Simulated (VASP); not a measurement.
Set up this calculation in VASP 6.6.1, as the native input.

```yaml
Task: single point
Functional: PBEsol
Potentials_or_basis: VASP PAW PBE potentials, release 64 (Ta_pv, N)
Cutoff: 520 eV
k_mesh: 18 × 18 × 10
Occupations: gaussian, width 0.15 eV
Spin: no spin polarisation
Dipole_correction: no
Further_INCAR_settings: ALGO = Normal; EDIFF = 1e-06; NBANDS = 20
```

The structure of Ta2N lies in POSCAR:

```
Ta2N
1.0
    3.0875459033      0.0000000000      0.0000000000
   -1.5437729516      2.6738931876      0.0000000000
    0.0000000000      0.0000000000      4.9866953884
Ta N
2 1
Direct
    0.6666666667      0.3333333333      0.7463700642
    0.3333333333      0.6666666667      0.2536299358
    0.0000000000      0.0000000000      0.0000000000
```

The input as run:

INCAR

```
ALGO = Normal ; EDIFF = 1E-6
ENCUT = 520 ; GGA = PS
ISIF = 2 ; ISMEAR = 0
LASPH = True ; LCHARG = False
LREAL = False ; LWAVE = False
NBANDS = 20 ; NELM = 60
PREC = Accurate ; SIGMA = 0.15
```

KPOINTS

```
k-points
0
Gamma
  18 18 10
```

Potentials or basis: VASP PAW PBE potentials, release 64 (Ta_pv, N).

Launch:

```sh
$ cat potpaw_PBE.64/Ta_pv/POTCAR potpaw_PBE.64/N/POTCAR > POTCAR
$ mpirun -np 1 vasp_std > vasp.out
```

It gave:

```yaml
Pressure: -10.3 GPa
Largest_force: 0.024 eV/Å
Band_gap_on_the_k_mesh: zero (an odd number of electrons rules out a gap without spin polarisation)
```

Caveat: the cell stands under tension; the PAW data sets were made with another functional, which shifts forces and pressure a little; spin-orbit coupling is left out, which moves the levels of the heavy elements.

Run time: 85 s on 1 thread of Intel(R) Xeon(R) 6975P-C (Granite Rapids), on a shared host, peak memory 0.35 GiB.
